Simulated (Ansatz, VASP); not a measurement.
# Two plane-wave programs on Ni

```
CELL_PARAMETERS angstrom
2.42745 0.00000 0.00000
-1.21372 2.10223 0.00000
0.00000 0.00000 4.03858
ATOMIC_POSITIONS crystal
Ni 0.33333 0.66667 0.25000
Ni 0.66667 0.33333 0.75000
```

Alike in both runs: task single point; functional PBEsol; k mesh 16 × 16 × 8; occupations fermi-dirac, width 0.1 eV; collinear spin.

```csv
,VASP,Ansatz
version,VASP 6.6.1,Ansatz 0.2.0
potentials or method,"VASP PAW PBE potentials, release 64 (Ni), cutoff 520 eV","plane waves, PAW"
valence electrons in the cell,20,36
```

VASP gave:

* net moment per atom (μB): 0.00
* size of the moment on the site where the two differ most (μB): 0.00

Estimate Ansatz's values.

net moment per atom (μB): 0.60; size of the moment on the site where the two differ most (μB): 0.63.

The net moments are unlike, so the other rows may belong to different states. VASP's potentials were made for PBE, not for PBEsol. Site moments also hang on the region over which each program counts them. VASP's potentials hold 20 valence electrons a cell and Ansatz's 36, so a difference there can come from the potentials and not from the codes. Ansatz's warnings: seeded moment not kept, structure snapped to symmetry.
